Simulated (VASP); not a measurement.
Runs of VASP 6.6.1 on Hg. The structure is that of space group Im-3m (No. 229), or close to it. The cells are those of the table. 

| level | potentials or basis | spin | k mesh | smearing | gap on the mesh (eV) | pressure (GPa) |
| --- | --- | --- | --- | --- | --- | --- |
| LDA | VASP PAW LDA potentials, release 64 (Hg) | off | 10 × 10 × 10 | gaussian 0.02 eV | none | -4.0 |
| PBEsol | VASP PAW PBE potentials, release 64 (Hg) | off | 10 × 10 × 10 | gaussian 0.1 eV | none | -2.2 |
| PBE | VASP PAW PBE potentials, release 64 (Hg) | off | 10 × 10 × 10 | methfessel-paxton 0.1 eV | none | (a) |
| PBE | VASP PAW PBE potentials, release 64 (Hg) | off | 10 × 10 × 10 | gaussian 0.05 eV | none | 1.7 |
| BLYP | VASP PAW PBE potentials, release 64 (Hg) | non-collinear, zero start, SOC | 7 × 7 × 7 | methfessel-paxton 0.1 eV | - | (b) |
| PBE+D4 | VASP PAW PBE potentials, release 64 (Hg) | off | 10 × 10 × 10 | methfessel-paxton 0.1 eV | none | -0.5 |

Alike in all rows: task single point; cell a = 3.274 Å, angles 110.0, 110.0, 108.3°, 1 atom; cutoff (eV) 520.

Problem. Estimate the missing entries.

Solution. (a) 1.6; (b) 4.6.

Caveats: spin-orbit coupling is left out, which moves the levels of the heavy elements (some runs); the PAW data sets were made with another functional, which shifts forces and pressure a little (some runs); pairwise dispersion overbinds metals, which lowers pressure and volume (some runs).

A k mesh can miss the band edges, and rows without SOC leave out spin-orbit coupling on Hg.

A gap of «none» marks levels without a gap at the run's occupations.
